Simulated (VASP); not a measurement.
Cs:

```
Cs
1.0
    -3.03350    3.03350    3.03350
     3.03350   -3.03350    3.03350
     3.03350    3.03350   -3.03350
Cs
1
Direct
  0.00000 0.00000 0.00000
```

| Item | Value |
| --- | --- |
| Program | VASP 6.6.1 |
| Task | relaxation of volume and atoms at fixed shape |
| Functional | r2SCAN |
| Potentials or basis | VASP PAW PBE potentials, release 64 (Cs_sv) |
| Cutoff | 550 eV |
| k mesh | 5 × 5 × 5 |
| Occupations | fermi-dirac, width 0.05 eV |
| Spin | no spin polarisation |

At the start: pressure 0.2 GPa; volume 111.66 Å³/atom.

Problem. How do energy, volume and symmetry change on relaxing?

Solution. Over 3 steps the energy falls by 5.7 meV/atom and the volume is 120.62 Å³/atom (+8.0 %); space group Im-3m (No. 229, to 0.1 Å) before and after.

Step by step:
```tsv
step	energy change (eV)	largest force (eV/Å)	pressure (GPa)	volume (Å³)
1	0.0000	0.0000	0.19	111.66
2	-0.0023	0.0000	0.15	113.86
3	-0.0057	0.0000	0.02	120.62
```

Final structure:
```
Cs
1.0
    -3.11256    3.11256    3.11256
     3.11256   -3.11256    3.11256
     3.11256    3.11256   -3.11256
Cs
1
Direct
  0.00000 0.00000 0.00000
```

Caveat: the PAW data sets were made with another functional, which shifts forces and pressure a little.
